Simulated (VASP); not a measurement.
A run of VASP 6.6.1 is set up as follows.

The input INCAR:

```
SYSTEM = KBr
PREC = Accurate
ENCUT = 520
EDIFF = 1E-6
ISMEAR = -1
SIGMA = 0.02
LREAL = .FALSE.
LASPH = .TRUE.
NELM = 150
ALGO = Normal
ISIF = 2
LWAVE = .FALSE.
LCHARG = .TRUE.
LNONCOLLINEAR = .TRUE.
MAGMOM = 0 0 0 0 0 0
LORBIT = 11
LSORBIT = .TRUE.
GGA_COMPAT = .FALSE.
LORBMOM = .TRUE.
GGA = PE
LVHAR = .TRUE.
NBANDS = 28
```

Contents of KPOINTS:

```
regular mesh
0
G
  6 6 6
  0 0 0
```

File POSCAR:

```
KBr
1.0
    0.0000000000      3.3500000000      3.3500000000
    3.3500000000      0.0000000000      3.3500000000
    3.3500000000      3.3500000000      0.0000000000
K Br
1 1
Direct
    0.0000000000      0.0000000000      0.0000000000
    0.5000000000      0.5000000000      0.5000000000
```

Potentials or basis: VASP PAW PBE potentials, release 64 (K_sv, Br).

Command:

```bash
$ cat potpaw_PBE.64/K_sv/POTCAR potpaw_PBE.64/Br/POTCAR > POTCAR
$ mpirun -np 1 vasp_ncl > vasp.out
```

Problem. What does it give for the pressure?

Solution. 0.1 GPa.

Problem. Estimate the net moment.

Solution. 0.00 μB per cell.

Moments on the atoms (μB; x, y, z):
```
K   0.00 0.00 0.00
Br  0.00 0.00 0.00
```
